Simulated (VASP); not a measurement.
Set up this calculation in VASP 6.6.1, as the native input.

```
Task                    : density of states
Functional              : PBE
Potentials or basis     : VASP PAW PBE potentials, release 64 (Ge_d)
Cutoff                  : 520 eV
k mesh                  : 20 × 20 × 20
Occupations             : gaussian, width 0.1 eV
Spin                    : no spin polarisation
Dipole correction       : no
k mesh for the DOS      : 30 × 30 × 30
Occupations for the DOS : tetrahedron
Further INCAR settings  : ALGO = Normal; EDIFF = 1e-07; NBANDS = 13
```

Crystal: Ge.

```
CELL_PARAMETERS angstrom
2.71126 0.00000 0.00000
0.00000 2.71126 0.00000
0.00000 0.00000 2.71126
ATOMIC_POSITIONS crystal
Ge 0.00000 0.00000 0.00000
```

These files were run (other wordings do the same):

POSCAR

```
Ge
1.0
    2.7112568595      0.0000000000      0.0000000000
    0.0000000000      2.7112568595      0.0000000000
    0.0000000000      0.0000000000      2.7112568595
Ge
1
Direct
    0.0000000000      0.0000000000      0.0000000000
```

INCAR.step1

```
SYSTEM = Ge
ALGO = Normal
EDIFF = 1E-7
ENCUT = 520
GGA = PE
ISIF = 2
ISMEAR = 0
LASPH = .True.
LCHARG = .True.
LREAL = .False.
LWAVE = .False.
NBANDS = 13
NELM = 100
PREC = Accurate
SIGMA = 0.1
```

KPOINTS.step1

```
k-points
0
Gamma
  20 20 20
  0 0 0
```

INCAR.step2

```
SYSTEM = Ge
ALGO = Normal
EDIFF = 1E-7
ENCUT = 520
GGA = PE
ICHARG = 11
ISIF = 2
ISMEAR = -5
LASPH = .True.
LCHARG = .False.
LORBIT = 10
LREAL = .False.
LWAVE = .False.
NBANDS = 13
NEDOS = 2001
NELM = 100
PREC = Accurate
SIGMA = 0.1
```

KPOINTS.step2

```
k-points
0
Gamma
  30 30 30
  0 0 0
```

Potentials or basis: VASP PAW PBE potentials, release 64 (Ge_d).

Command:

```bash
$ cat potpaw_PBE.64/Ge_d/POTCAR > POTCAR
$ cp INCAR.step1 INCAR
$ cp KPOINTS.step1 KPOINTS
$ mpirun -np 1 vasp_std > vasp.out
$ cp INCAR.step2 INCAR
$ cp KPOINTS.step2 KPOINTS
$ mpirun -np 1 vasp_std > vasp.out
```

It gave:

The valence electrons inside the program's atomic spheres are Ge 12.25.

Run time: 78 s on 1 thread of Intel(R) Xeon(R) Platinum 8488C (Sapphire Rapids), with other jobs on the host, peak memory 0.31 GiB.
